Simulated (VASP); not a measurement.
A run of VASP 6.6.1 is set up as follows.

Contents of POSCAR:

```
CdS
1.0
    0.0090892552      2.7358658006      2.7358658006
    2.7358658006      0.0090892552      2.7358658006
    2.7358658006      2.7358658006      0.0090892552
Cd S
1 1
Direct
    0.0000000000      0.0000000000      0.0000000000
    0.5000000000      0.5000000000      0.5000000000
```

The input INCAR.step1:

```
PREC = Accurate ; ENCUT = 520
ISMEAR = 0 ; SIGMA = 0.01
LREAL = F ; LASPH = T
NELM = 100 ; NBANDS = 16
GGA = PE ; ALGO = Normal
EDIFF = 1E-4 ; LWAVE = T
LCHARG = F
```

File INCAR.step2:

```
PREC = Accurate ; ENCUT = 520
EDIFF = 1E-6 ; ISMEAR = 0
SIGMA = 0.01 ; LREAL = F
LASPH = T ; NELM = 100
ALGO = Normal ; ISIF = 2
LWAVE = F ; LCHARG = F
METAGGA = R2SCAN ; LMIXTAU = T
NBANDS = 16 ; ISTART = 1
```

KPOINTS

```
regular mesh
0
Gamma
  8 8 8
```

Potentials or basis: VASP PAW PBE potentials, release 64 (Cd, S).

Command:

```bash
$ cat potpaw_PBE.64/Cd/POTCAR potpaw_PBE.64/S/POTCAR > POTCAR
$ cp INCAR.step1 INCAR
$ mpirun -np 1 vasp_std > vasp.out
$ cp INCAR.step2 INCAR
$ mpirun -np 1 vasp_std > vasp.out
```

Problem. Estimate the band gap on the k mesh.

Solution. 0.72 eV (least direct gap 2.30 eV).

Problem. Predict the pressure.

Solution. 0.1 GPa.

Stress tensor (GPa, compression positive):
```
 0.06 -0.12 -0.12
-0.12  0.06 -0.12
-0.12 -0.12  0.06
```

Caveat: the cell differs from its parent crystal (strain along [111] +0.5%); the PAW data sets were made with another functional, which shifts forces and pressure a little. A k mesh can miss the band edges.
